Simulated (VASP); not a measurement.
# Ti in VASP: notebook, part 2 of 2

VASP 6.6.1. Earlier steps stand in the parts before.

### 3 Single point, PBEsol (engineering shear strain xy +0.0000, normal strain along z -0.1000)

Contents of INCAR:

```
SYSTEM = Ti
PREC = Accurate
ENCUT = 520
EDIFF = 1E-6
ISMEAR = 0
SIGMA = 0.15
LREAL = .FALSE.
LASPH = .TRUE.
NELM = 100
ALGO = Fast
ISIF = 2
LWAVE = .FALSE.
LCHARG = .FALSE.
GGA = PS
NBANDS = 12
```

Contents of KPOINTS:

```
Automatic mesh
0
G
  20 20 20
  0 0 0
```

Contents of POSCAR:

```
Ti
1.0
   -1.6049504194      1.6049504194      1.4444553775
    1.6049504194     -1.6049504194      1.4444553775
    1.6049504194      1.6049504194     -1.4444553775
Ti
1
Direct
    0.0000000000      0.0000000000      0.0000000000
```

Potentials or basis: VASP PAW PBE potentials, release 64 (Ti_sv).

Launch:

```bash
cat potpaw_PBE.64/Ti_sv/POTCAR > POTCAR
mpirun -np 1 vasp_std > vasp.out
```

OUTCAR:

```text
SYSTEM = Ti
   PREC = Accurate
   ENCUT = 520
   EDIFF = 1E-6
   ISMEAR = 0
   LREAL = .FALSE.
   LASPH = .TRUE.
   NELM = 100
   ISIF = 2
   GGA = PS

 ion  position               nearest neighbor table
   1  0.000  0.000  0.000-

  LATTYP: Found a body centered tetragonal cell.
 ALAT       =     3.2099008388
 C/A-ratio  =     0.9000000000

  Lattice vectors:

 A1 = (  -1.6049504194,   1.6049504194,   1.4444553775)
 A2 = (   1.6049504194,  -1.6049504194,   1.4444553775)
 A3 = (   1.6049504194,   1.6049504194,  -1.4444553775)

Analysis of symmetry for initial positions (statically):
=====================================================================
 Subroutine PRICEL returns:
 Original cell was already a primitive cell.

 Routine SETGRP: Setting up the symmetry group for a
 body centered tetragonal supercell.

 Subroutine GETGRP returns: Found 16 space group operations
 (whereof 16 operations were pure point group operations)
 out of a pool of 16 trial point group operations.

The static configuration has the point symmetry D_4h.

Analysis of symmetry for dynamics (positions and initial velocities):
=====================================================================
 Subroutine PRICEL returns:
 Original cell was already a primitive cell.

 Routine SETGRP: Setting up the symmetry group for a
 body centered tetragonal supercell.

 Subroutine GETGRP returns: Found 16 space group operations
 (whereof 16 operations were pure point group operations)
 out of a pool of 16 trial point group operations.

The dynamic configuration has the point symmetry D_4h.

 Subroutine INISYM returns: Found 16 space group operations
 (whereof 16 operations are pure point group operations),
 and found     1 'primitive' translations

----------------------------------------------------------------------------------------

                                     Primitive cell

  volume of cell :      14.8829

  direct lattice vectors                    reciprocal lattice vectors
[... 114 lines left out ...]
   LEPSILON=     F    determine dielectric tensor
   LRPA    =     F    only Hartree local field effects (RPA)
 non-spin polarized calculation
 RMM-DIIS sequential band-by-band and
 Gauss-broadening in eV      SIGMA  =   0.15
  energy-cutoff  :      520.00
  volume of cell :       14.88
 maximum number of plane-waves:       416
   NGX =  9   NGY =  9   NGZ =  9

 number of electron      12.0000006 magnetization

 Free energy of the ion-electron system (eV)
  ---------------------------------------------------
  ext. energy  EPLUGINS =         0.00000000
  ---------------------------------------------------
  free energy    TOTEN  =        -8.19175810 eV

  energy without entropy =       -8.17161918  energy(sigma->0) =       -8.18168864

 E-fermi :   9.6938     XC(G=0): -12.3887

 val. band max:        9.6935184280   @ k =  -0.3000   0.3000   0.1000
 cond. band min:       9.6951701984   @ k =  -0.3000   0.2000   0.0000
 fundamental gap:      0.0016517703
 Fermi energy:         9.6937553631

 k-point     1 :       0.0000    0.0000    0.0000
  band No.  band energies     occupation
      1     -46.3829      2.00000
      2     -22.0989      2.00000
      3     -22.0989      2.00000
      4     -22.0840      2.00000
      5       3.4141      2.00000
      6      10.1687      0.00001
      7      11.1483      0.00000
      8      11.1483      0.00000
      9      12.2181      0.00000
     10      13.3782      0.00000
     11      27.5508      0.00000
     12      27.5508      0.00000
[... 331 lines left out ...]
 k-point    24 :      -0.3500    0.0500    0.0000
  band No.  band energies     occupation
      1     -46.1945      2.00000
      2     -22.9044      2.00000
      3     -22.3617      2.00000
      4     -22.1465      2.00000
      5       6.4513      2.00000
      6       9.2061      2.00000
      7      10.1998      0.00000
      8      12.9355      0.00000
      9      13.1021      0.00000
     10      13.5368      0.00000
     11      23.7596      0.00000
     12      25.4276      0.00000

 [... further k-points ...]

------------------------ aborting loop because EDIFF is reached ----------------------------------------

  FORCE on cell =-STRESS in cart. coord.  units (eV):
  Direction    XX          YY          ZZ          XY          YZ          ZX
  --------------------------------------------------------------------------------------
  -------------------------------------------------------------------------------------
  Total        1.3745736      1.3745736      1.1157852      0.0000000      0.0000000     -0.0000000
  in kB      147.9759789    147.9759789    120.1168162      0.0000000      0.0000000     -0.0000000
  external PRESSURE =     138.6895913 kB  Pullay stress =       0.0000000 kB

 VOLUME and BASIS-vectors are now :
 -----------------------------------------------------------------------------
  energy-cutoff  :      520.00
  volume of cell :       14.88
      direct lattice vectors                 reciprocal lattice vectors
    -1.604950419  1.604950419  1.444455377     0.000000000  0.311536104  0.346151226
     1.604950419 -1.604950419  1.444455377     0.311536104  0.000000000  0.346151226
     1.604950419  1.604950419 -1.444455377     0.311536104  0.311536104  0.000000000

 POSITION                                       TOTAL-FORCE (eV/Angst)
 -----------------------------------------------------------------------------------
      0.00000      0.00000      0.00000        -0.000000      0.000000      0.000000
 -----------------------------------------------------------------------------------
    total drift:                               -0.000000     -0.000000      0.000000

  FREE ENERGIE OF THE ION-ELECTRON SYSTEM (eV)
  ---------------------------------------------------
  free  energy   TOTEN  =        -8.1917580972 eV

  energy  without entropy=       -8.1716191763  energy(sigma->0) =       -8.18168864
```

stdout:

```text
POSCAR found type information on POSCAR Ti
 POSCAR found :  1 types and       1 ions
 scaLAPACK will be used
 -----------------------------------------------------------------------------
|                                                                             |
|                                                                             |
|     You enforced a specific xc type in the INCAR file but a different       |
|     I HOPE YOU KNOW WHAT YOU ARE DOING!                                     |
|                                                                             |
 -----------------------------------------------------------------------------

 LDA part: xc-table for (Slater+PW92), standard interpolation
 POSCAR, INCAR and KPOINTS ok, starting setup
 FFT: planning ... GRIDC
 FFT: planning ... GRID_SOFT
 FFT: planning ... GRID
 WAVECAR not read
 entering main loop
WARNING in EDDRMM: call to ZHEGV failed, returncode =   6  3      9
WARNING in EDDRMM: call to ZHEGV failed, returncode =   6  3      8
WARNING in EDDRMM: call to ZHEGV failed, returncode =   6  3      6
WARNING in EDDRMM: call to ZHEGV failed, returncode =   6  3      8
WARNING in EDDRMM: call to ZHEGV failed, returncode =   8  4      5
WARNING in EDDRMM: call to ZHEGV failed, returncode =   8  4     10
WARNING in EDDRMM: call to ZHEGV failed, returncode =   6  3      9
WARNING in EDDRMM: call to ZHEGV failed, returncode =   6  3      8
WARNING in EDDRMM: call to ZHEGV failed, returncode =   6  3     10
WARNING in EDDRMM: call to ZHEGV failed, returncode =   6  3      5
WARNING in EDDRMM: call to ZHEGV failed, returncode =   6  3     10
WARNING in EDDRMM: call to ZHEGV failed, returncode =   8  4     12
WARNING in EDDRMM: call to ZHEGV failed, returncode =   6  3      5
```

Run time: 1.7 min. Hardware: 1 thread of AMD EPYC 9R45 (Zen 5), shared host; peak memory 0.19 GiB.

Results:

* Free energy: -8.1918 eV
* Pressure: 13.9 GPa
* Band gap on the k mesh: zero (band 6 reaches 10.64 eV, above the bottom of band 7 at 9.08 eV)

Stress tensor (GPa, compression positive):
```
14.80  0.00  0.00
 0.00 14.80  0.00
 0.00  0.00 12.01
```

Caveat: the cell differs from its parent crystal (engineering shear strain xy +0.0000, normal strain along z -0.1000); the PAW data sets were made with another functional, which shifts forces and pressure a little.

### 4 Single point, PBEsol (engineering shear strain xy -0.0733, normal strain along z -0.1500)

Contents of INCAR:

```
PREC = Accurate
ENCUT = 520
EDIFF = 1E-6
ISMEAR = 0
SIGMA = 0.15
LREAL = False
LASPH = True
NELM = 100
ALGO = Fast
ISIF = 2
LWAVE = False
LCHARG = True
GGA = PS
LELF = True
LVHAR = True
NBANDS = 12
```

Contents of KPOINTS:

```
Automatic mesh
0
Gamma
  20 20 20
```

Contents of POSCAR:

```
Ti
1.0
   -1.6637718523      1.6637718523      1.3642078565
    1.6637718523     -1.6637718523      1.3642078565
    1.5461289865      1.5461289865     -1.3642078565
Ti
1
Direct
    0.0000000000      0.0000000000      0.0000000000
```

Potentials or basis: VASP PAW PBE potentials, release 64 (Ti_sv).

Launch:

```bash
cat potpaw_PBE.64/Ti_sv/POTCAR > POTCAR
mpirun -np 1 vasp_std > vasp.out
```

OUTCAR:

```text
PREC = Accurate
   ENCUT = 520
   EDIFF = 1E-6
   ISMEAR = 0
   LREAL = False
   LASPH = True
   NELM = 100
   ISIF = 2
   GGA = PS

 ion  position               nearest neighbor table
   1  0.000  0.000  0.000-

  LATTYP: Found a face centered orthorhombic cell.
 ALAT       =     2.7284157130
 B/A-ratio  =     1.6028031003
 C/A-ratio  =     1.7247582229

  Lattice vectors:

 A1 = (  -0.1176428658,   3.2099008388,   0.0000000000)
[... 540 lines left out ...]
     11      25.3422      0.00000
     12      26.5216      0.00000

 [... further k-points ...]

------------------------ aborting loop because EDIFF is reached ----------------------------------------

  FORCE on cell =-STRESS in cart. coord.  units (eV):
  Direction    XX          YY          ZZ          XY          YZ          ZX
  --------------------------------------------------------------------------------------
  -------------------------------------------------------------------------------------
  Total        2.0568322      2.0568322      1.9883363      0.2802459      0.0000000      0.0000000
  in kB      234.7628769    234.7628769    226.9448758     31.9867227      0.0000000      0.0000000
  external PRESSURE =     232.1568766 kB  Pullay stress =       0.0000000 kB

 VOLUME and BASIS-vectors are now :
 -----------------------------------------------------------------------------
  energy-cutoff  :      520.00
  volume of cell :       14.04
      direct lattice vectors                 reciprocal lattice vectors
    -1.663771852  1.663771852  1.364207856     0.011433155  0.311955129  0.366513063
     1.663771852 -1.663771852  1.364207856     0.311955129  0.011433155  0.366513063
     1.546128987  1.546128987 -1.364207856     0.323388284  0.323388284  0.000000000

 POSITION                                       TOTAL-FORCE (eV/Angst)
 -----------------------------------------------------------------------------------
      0.00000      0.00000      0.00000         0.000000      0.000000     -0.000000
 -----------------------------------------------------------------------------------
    total drift:                                0.000000     -0.000000      0.000000

  FREE ENERGIE OF THE ION-ELECTRON SYSTEM (eV)
  ---------------------------------------------------
  free  energy   TOTEN  =        -8.0897983010 eV

  energy  without entropy=       -8.0732770220  energy(sigma->0) =       -8.08153766
```

Run time: 2.9 min. Hardware: 1 thread of AMD EPYC 9R45 (Zen 5), shared host; peak memory 0.25 GiB.

Results:

```
Free energy            : -8.0898 eV
Pressure               : 23.2 GPa
Band gap on the k mesh : zero (band 6 reaches 11.30 eV, above the bottom of band 7 at 9.84 eV)
```

Stress tensor (GPa, compression positive):
```
23.48  3.20  0.00
 3.20 23.48  0.00
 0.00  0.00 22.69
```

Levels at points of the mesh, in eV from the Fermi level:
| k point | band 4 | band 5 | band 6 | band 7 | band 8 | band 9 |
| --- | --- | --- | --- | --- | --- | --- |
| (0.00, 0.00, 0.00) | -31.50 | -6.36 | 0.04 | 1.36 | 2.23 | 2.27 |
| (0.50, 0.00, 0.00) | -31.71 | -3.14 | -1.29 | 2.58 | 3.29 | 4.76 |
| (0.50, 0.50, 0.00) | -31.47 | -2.99 | 0.39 | 0.56 | 2.37 | 3.78 |
| (0.00, 0.00, 0.50) | -31.61 | -2.99 | 0.79 | 1.70 | 1.94 | 2.89 |
| (0.50, 0.50, 0.50) | -32.17 | -3.24 | -2.75 | 4.56 | 5.27 | 5.31 |

Caveat: the cell differs from its parent crystal (engineering shear strain xy -0.0733, normal strain along z -0.1500); the PAW data sets were made with another functional, which shifts forces and pressure a little.

### 5 Summary

| cell | gap on the mesh (eV) | pressure (GPa) |
| --- | --- | --- |
| a = 2.648 Å, angles 105.4, 105.4, 118.0°, 1 atom | none | 23.2 |
| a = 2.690 Å, angles 106.8, 106.8, 115.1°, 1 atom | none | 13.9 |
| a = 2.720, b = 2.720, c = 2.577 Å, angles 105.4, 105.4, 119.8°, 1 atom | none | 23.2 |

Alike in all rows: task single point; level PBEsol; potentials or basis VASP PAW PBE potentials, release 64 (Ti_sv); no spin polarisation; k mesh 20 × 20 × 20; cutoff (eV) 520; smearing gaussian 0.15 eV.

Caveats: the PAW data sets were made with another functional, which shifts forces and pressure a little.

Absolute energies hang on the potentials; compare differences alone.
